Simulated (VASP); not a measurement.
TiO2, 6 atoms in the cell. It takes space group I4_1/amd (No. 141, tetragonal). The conventional cell has a = 3.787 Å, b = 3.787 Å, c = 9.576 Å, α = 90.00°, β = 90.00°, γ = 90.00°. Within 2.6 Å of Ti (site symmetry -4m2) lie 6 O at 1.94 to 1.99 Å. O (site symmetry 2mm) has 3 Ti at 1.94 to 1.99 Å and 2 O at 2.47 Å within 2.6 Å. 

| Quantity | Value |
| --- | --- |
| Program | VASP 6.6.1 |
| Task | single point |
| Functional | PBE |
| Dispersion | D3(BJ) |
| Potentials or basis | VASP PAW PBE potentials, release 64 (Ti_sv, O) |
| Cutoff | 600 eV |
| k mesh | 10 × 10 × 10 |
| Occupations | gaussian, width 0.02 eV |
| Spin | no spin polarisation |
| Dipole correction | no |
| Further INCAR settings | ALGO = Normal; EDIFF = 1e-06; NBANDS = 33 |

Potentials or basis: VASP PAW PBE potentials, release 64 (Ti_sv, O).

Launch:

```sh
$ cat potpaw_PBE.64/Ti_sv/POTCAR potpaw_PBE.64/O/POTCAR > POTCAR
$ mpirun -np 1 vasp_std > vasp.out
```

Hardware: 1 thread of Oxide Virtual Turin-like Processor (shared host).

Question: Estimate the wall time of this run.

Answer: Run time: 14 min on 1 thread of Oxide Virtual Turin-like Processor (shared host), peak memory 0.44 GiB. Counts: scf iterations 16, k points 102.
